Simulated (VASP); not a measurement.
# CoSi (F-43m) in VASP: notebook

CoSi is run at these levels: PBE; tasks: single point, relaxation of cell and atoms.

All numbers are computed with VASP 6.6.1; they aren't measurements. Logs are shortened: lines on timing, memory, paths and dates and some standing lists are left out, and cuts for length are marked.

## (1) The cell of the first run

It takes space group F-43m (No. 216, cubic). The conventional cell has a = 5.087 Å, b = 5.087 Å, c = 5.087 Å, α = 90.00°, β = 90.00°, γ = 90.00°. Within 2.9 Å of Co (site symmetry -43m) lie 4 Si at 2.20 Å. Within 2.9 Å of Si (site symmetry -43m) lie 4 Co at 2.20 Å.

## (2) Single point, PBE

The input, INCAR:

```
SYSTEM = CoSi
PREC = Accurate
ENCUT = 520
EDIFF = 1E-6
ISMEAR = 0
SIGMA = 0.1
LREAL = .False.
LASPH = .True.
NELM = 100
ALGO = Normal
ISIF = 2
LWAVE = .False.
LCHARG = .False.
GGA = PE
NBANDS = 14
```

The input, KPOINTS:

```
Automatic mesh
0
Gamma
  8 8 8
  0 0 0
```

The input, POSCAR:

```
CoSi
1.0
    0.0000000000      2.5435862080      2.5435862080
    2.5435862080      0.0000000000      2.5435862080
    2.5435862080      2.5435862080      0.0000000000
Co Si
1 1
Direct
    0.0000000000      0.0000000000      0.0000000000
    0.2500000000      0.2500000000      0.2500000000
```

Potentials or basis: VASP PAW PBE potentials, release 64 (Co, Si).

Run with:

```
cat potpaw_PBE.64/Co/POTCAR potpaw_PBE.64/Si/POTCAR > POTCAR
mpirun -np 1 vasp_std > vasp.out
```

OUTCAR:

```text
SYSTEM = CoSi
   PREC = Accurate
   ENCUT = 520
   EDIFF = 1E-6
   ISMEAR = 0
   LREAL = .False.
   LASPH = .True.
   NELM = 100
   ISIF = 2
   GGA = PE

 ion  position               nearest neighbor table
   1  0.000  0.000  0.000-   2 2.20   2 2.20   2 2.20   2 2.20
   2  0.250  0.250  0.250-   1 2.20   1 2.20   1 2.20   1 2.20

  LATTYP: Found a face centered cubic cell.
 ALAT       =     5.0871724160

  Lattice vectors:

 A1 = (   0.0000000000,   2.5435862080,   2.5435862080)
 A2 = (   2.5435862080,   0.0000000000,   2.5435862080)
 A3 = (   2.5435862080,   2.5435862080,   0.0000000000)

Analysis of symmetry for initial positions (statically):
=====================================================================
 Subroutine PRICEL returns:
 Original cell was already a primitive cell.

 Routine SETGRP: Setting up the symmetry group for a
 face centered cubic supercell.

 Subroutine GETGRP returns: Found 24 space group operations
 (whereof 24 operations were pure point group operations)
 out of a pool of 48 trial point group operations.

The static configuration has the point symmetry T_d .

Analysis of symmetry for dynamics (positions and initial velocities):
=====================================================================
 Subroutine PRICEL returns:
 Original cell was already a primitive cell.

 Routine SETGRP: Setting up the symmetry group for a
 face centered cubic supercell.

 Subroutine GETGRP returns: Found 24 space group operations
 (whereof 24 operations were pure point group operations)
 out of a pool of 48 trial point group operations.

The dynamic configuration has the point symmetry T_d .

 Subroutine INISYM returns: Found 24 space group operations
 (whereof 24 operations are pure point group operations),
 and found     1 'primitive' translations

----------------------------------------------------------------------------------------

                                     Primitive cell

  volume of cell :      32.9131

  direct lattice vectors                    reciprocal lattice vectors
     0.000000000  2.543586208  2.543586208    -0.196572854  0.196572854  0.196572854
     2.543586208  0.000000000  2.543586208     0.196572854 -0.196572854  0.196572854
     2.543586208  2.543586208  0.000000000     0.196572854  0.196572854 -0.196572854

  length of vectors
     3.597174112  3.597174112  3.597174112     0.340474170  0.340474170  0.340474170

  position of ions in fractional coordinates (direct lattice)
     0.000000000  0.000000000  0.000000000
     0.250000000  0.250000000  0.250000000

  ion indices of the primitive-cell ions
   primitive index   ion index
                 1           1
                 2           2

----------------------------------------------------------------------------------------

 KPOINTS: Automatic mesh

Automatic generation of k-mesh.
 Grid dimensions read from file:
 generate k-points for:    8    8    8

 Generating k-lattice:

  Cartesian coordinates                     Fractional coordinates (reciprocal lattice)
    -0.024571607  0.024571607  0.024571607     0.125000000  0.000000000  0.000000000
     0.024571607 -0.024571607  0.024571607     0.000000000  0.125000000  0.000000000
     0.024571607  0.024571607 -0.024571607     0.000000000  0.000000000  0.125000000

  Length of vectors
     0.042559271  0.042559271  0.042559271

  Shift w.r.t. Gamma in fractional coordinates (k-lattice)
     0.000000000  0.000000000  0.000000000

 Subroutine IBZKPT returns following result:
 ===========================================

 Found     29 irreducible k-points:

 Following reciprocal coordinates:
            Coordinates               Weight
  0.000000  0.000000  0.000000      1.000000
  0.125000  0.000000  0.000000      8.000000
  0.250000  0.000000  0.000000      8.000000
  0.375000  0.000000  0.000000      8.000000
  0.500000  0.000000  0.000000      4.000000
  0.125000  0.125000  0.000000      6.000000
[... 16 lines left out ...]
  0.500000  0.250000  0.125000     48.000000
 -0.375000  0.250000  0.125000     24.000000
 [... further k-points ...]
   k-points           NKPTS =     29   k-points in BZ     NKDIM =     29   number of bands    NBANDS=     14
   number of dos      NEDOS =    301   number of ions     NIONS =      2
   total plane-waves  NPLWV =  21952
   dimension x,y,z NGX =    28 NGY =   28 NGZ =   28
   dimension x,y,z NGXF=    56 NGYF=   56 NGZF=   56
   ions per type =               1   1
   NGX,Y,Z   is equivalent  to a cutoff of  12.94, 12.94, 12.94 a.u.
   NGXF,Y,Z  is equivalent  to a cutoff of  25.88, 25.88, 25.88 a.u.
 SYSTEM =  CoSi
   PREC   = accura    normal or accurate (medium, high low for compatibility)
   ISTART =      0    job   : 0-new  1-cont  2-samecut
   ICHARG =      2    charge: 1-file 2-atom 10-const
   ISPIN  =      1    spin polarized calculation?
   LNONCOLLINEAR =      F non collinear calculations
   LSORBIT =      F    spin-orbit coupling
   LASPH  =      T    aspherical Exc in radial PAW
   ENCUT  =  520.0 eV  38.22 Ry    6.18 a.u.   6.69  6.69  6.69*2*pi/ulx,y,z
   NELM   =    100;   NELMIN=  2; NELMDL= -5     # of ELM steps
   EDIFF  = 0.1E-05   stopping-criterion for ELM
   LREAL  =      F    real-space projection
[... 7 lines left out ...]
   TEBEG  =    0.0;   TEEND  =   0.0 temperature during run
   PSTRESS=    0.0 pullay stress
   NELECT =      13.0000    total number of electrons
   NUPDOWN=      -1.0000    fix difference up-down
   EMIN   =  10.00;   EMAX   =-10.00  energy-range for DOS
   EFERMI =   0.00;   METHOD = LEGACY
   ISMEAR =     0;   SIGMA  =   0.10  broadening in eV -4-tet -1-fermi 0-gaus
   EFERMI_NEDOS =   21; number of points for ismear=-14 and -15
   IALGO  =     38    algorithm
   IMIX   =      4    mixing-type and parameters
     AMIX     =   0.40;   BMIX     =  1.00
     AMIX_MAG =   1.60;   BMIX_MAG =  1.00
  volume/ion in A,a.u.               =      16.46       111.05
  Fermi-wavevector in a.u.,A,eV,Ry     =   1.201156  2.269856 19.630162  1.442776
  Thomas-Fermi vector in A             =   2.336973
   LORBIT       =      0    0 simple, 1 ext, 2 COOP (PROOUT), +10 PAW based schemes
   GGA     = PE    functional components
   LHFCALC =     F    Hartree Fock is set to
   AEXX    =    0.0000 exact exchange contribution
   IVDW    =     0    specifies the selected vdW correction
   LEPSILON=     F    determine dielectric tensor
   LRPA    =     F    only Hartree local field effects (RPA)
 non-spin polarized calculation
 Gauss-broadening in eV      SIGMA  =   0.10
  energy-cutoff  :      520.00
  volume of cell :       32.91
 maximum number of plane-waves:       905
   NGX = 13   NGY = 13   NGZ = 13

 number of electron      12.9999999 magnetization

 Free energy of the ion-electron system (eV)
  ---------------------------------------------------
  ext. energy  EPLUGINS =         0.00000000
  ---------------------------------------------------
  free energy    TOTEN  =       -11.73014137 eV

  energy without entropy =      -11.72279743  energy(sigma->0) =      -11.72646940

 E-fermi :   6.1118     XC(G=0): -10.5524

 val. band max:        6.0426866745   @ k =   0.3750   0.0000   0.0000
 cond. band min:       6.1484717676   @ k =   0.5000   0.2500   0.1250
 fundamental gap:      0.1057850931
 Fermi energy:         6.1117910348

 k-point     1 :       0.0000    0.0000    0.0000
  band No.  band energies     occupation
      1      -3.8549      2.00000
      2       3.7413      2.00000
      3       3.7413      2.00000
      4       3.7413      2.00000
      5       5.0284      2.00000
      6       5.0284      2.00000
      7      12.4724      0.00000
      8      12.4724      0.00000
      9      12.4724      0.00000
     10      13.7777      0.00000
     11      13.7777      0.00000
     12      13.7777      0.00000
     13      15.1583      0.00000
     14      19.7210      0.00000

 k-point     2 :       0.1250    0.0000    0.0000
  band No.  band energies     occupation
      1      -3.6140      2.00000
      2       3.6077      2.00000
      3       3.7944      2.00000
      4       3.7944      2.00000
      5       5.0094      2.00000
      6       5.0094      2.00000
      7      10.3571      0.00000
      8      11.8303      0.00000
      9      11.8303      0.00000
     10      14.2596      0.00000
     11      14.5035      0.00000
     12      14.5035      0.00000
     13      16.2550      0.00000
     14      18.7649      0.00000

 k-point     3 :       0.2500    0.0000    0.0000
  band No.  band energies     occupation
      1      -2.9262      2.00000
      2       3.2048      2.00000
      3       3.8974      2.00000
      4       3.8974      2.00000
      5       5.0134      2.00000
      6       5.0134      2.00000
      7       7.8067      0.00000
      8      10.9767      0.00000
      9      10.9767      0.00000
     10      14.0822      0.00000
     11      15.0718      0.00000
     12      15.0718      0.00000
     13      17.4949      0.00000
     14      18.6302      0.00000

 k-point     4 :       0.3750    0.0000    0.0000
  band No.  band energies     occupation
      1      -1.9550      2.00000
      2       2.4894      2.00000
      3       3.9477      2.00000
      4       3.9477      2.00000
      5       5.1135      2.00000
      6       5.1135      2.00000
      7       6.0427      1.67157
      8      10.3232      0.00000
      9      10.3232      0.00000
     10      13.8155      0.00000
     11      14.8460      0.00000
     12      14.8460      0.00000
     13      17.7337      0.00000
     14      20.1412      0.00000

 k-point     5 :       0.5000    0.0000    0.0000
  band No.  band energies     occupation
      1      -1.3441      2.00000
      2       1.9299      2.00000
      3       3.9512      2.00000
      4       3.9512      2.00000
      5       5.1891      2.00000
      6       5.1891      2.00000
      7       5.4678      2.00000
      8      10.0647      0.00000
      9      10.0647      0.00000
     10      13.6970      0.00000
     11      14.6832      0.00000
[... 276 lines left out ...]
 k-point    22 :       0.3750    0.2500    0.1250
  band No.  band energies     occupation
      1      -2.3394      2.00000
      2       3.0502      2.00000
      3       3.8686      2.00000
      4       4.0825      2.00000
      5       4.7883      2.00000
      6       5.2041      2.00000
      7       7.8002      0.00000
      8       8.2040      0.00000
      9      10.1345      0.00000
     10      13.8101      0.00000
     11      14.7742      0.00000
     12      16.0766      0.00000
     13      17.7726      0.00000
     14      18.9520      0.00000

 k-point    23 :       0.5000    0.2500    0.1250
  band No.  band energies     occupation
      1      -1.4411      2.00000
      2       2.7058      2.00000
      3       3.6981      2.00000
      4       4.1963      2.00000
      5       4.9284      2.00000
      6       5.2030      2.00000
      7       6.1485      0.60394
      8       7.7761      0.00000
      9       9.2012      0.00000
     10      13.9595      0.00000
     11      15.0931      0.00000
     12      16.4885      0.00000
     13      18.1628      0.00000
     14      20.1288      0.00000

 k-point    24 :      -0.3750    0.2500    0.1250
  band No.  band energies     occupation
      1      -0.9056      2.00000
      2       2.4139      2.00000
      3       3.6024      2.00000
      4       4.2186      2.00000
      5       4.9622      2.00000
      6       5.1807      2.00000
      7       5.5837      2.00000
      8       7.7953      0.00000
      9       8.7038      0.00000
     10      13.8162      0.00000
     11      15.0773      0.00000
     12      17.3571      0.00000
     13      18.6484      0.00000
     14      20.1471      0.00000

 [... further k-points ...]
[... 5 lines left out ...]
  --------------------------------------------------------------------------------------
  -------------------------------------------------------------------------------------
  Total       -0.0006031     -0.0006031     -0.0006031      0.0000000      0.0000000     -0.0000000
  in kB       -0.0293586     -0.0293586     -0.0293586      0.0000000      0.0000000     -0.0000000
  external PRESSURE =      -0.0293586 kB  Pullay stress =       0.0000000 kB

 VOLUME and BASIS-vectors are now :
 -----------------------------------------------------------------------------
  energy-cutoff  :      520.00
  volume of cell :       32.91
      direct lattice vectors                 reciprocal lattice vectors
     0.000000000  2.543586208  2.543586208    -0.196572854  0.196572854  0.196572854
     2.543586208  0.000000000  2.543586208     0.196572854 -0.196572854  0.196572854
     2.543586208  2.543586208  0.000000000     0.196572854  0.196572854 -0.196572854

 POSITION                                       TOTAL-FORCE (eV/Angst)
 -----------------------------------------------------------------------------------
      0.00000      0.00000      0.00000        -0.000000     -0.000000     -0.000000
      1.27179      1.27179      1.27179         0.000000      0.000000      0.000000
 -----------------------------------------------------------------------------------
    total drift:                                0.000001      0.000001      0.000001

  FREE ENERGIE OF THE ION-ELECTRON SYSTEM (eV)
  ---------------------------------------------------
  free  energy   TOTEN  =       -11.7301413653 eV

  energy  without entropy=      -11.7227974256  energy(sigma->0) =      -11.72646940
```

It took 7.5 s on 1 thread of Intel Xeon 6975P-C (Granite Rapids), shared host; peak memory 0.16 GiB.

What came out:

| Item | Value |
| --- | --- |
| Free energy | -11.7301 eV |
| Pressure | 0.0 GPa |

Spin polarisation is off, so any magnetic state and its effect on volume and gap are missing.

[end of part 1 of 3]
